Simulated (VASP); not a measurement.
CdSe:

```
Cd Se
1.0
     4.34072    0.00000    0.00000
    -2.17036    3.75918    0.00000
     0.00000    0.00000    7.07666
Cd Se
2 2
Direct
  0.66667 0.33333 0.49995
  0.33333 0.66667 0.99995
  0.66667 0.33333 0.87591
  0.33333 0.66667 0.37591
```

Base run:

- Program: VASP 6.6.1
- Functional: PBE
- Potentials or basis: VASP PAW PBE potentials, release 64 (Cd, Se)
- Cutoff: 520 eV
- k mesh: 6 × 6 × 4
- Occupations: gaussian, width 0.01 eV
- Spin: no spin polarisation

Its results: band gap on the k mesh 0.61 eV, direct; pressure 1.7 GPa.

The run is repeated on the same cell with these changes: functional from PBE to r2SCAN. What comes out?

Band gap on the k mesh 1.09 eV, direct; pressure 0.2 GPa.

r2SCAN gives the wider gap, since meta-GGAs in the generalised Kohn-Sham scheme recover part of the derivative discontinuity.

Caveats: the PAW data sets were made with another functional, which shifts forces and pressure a little (some runs).

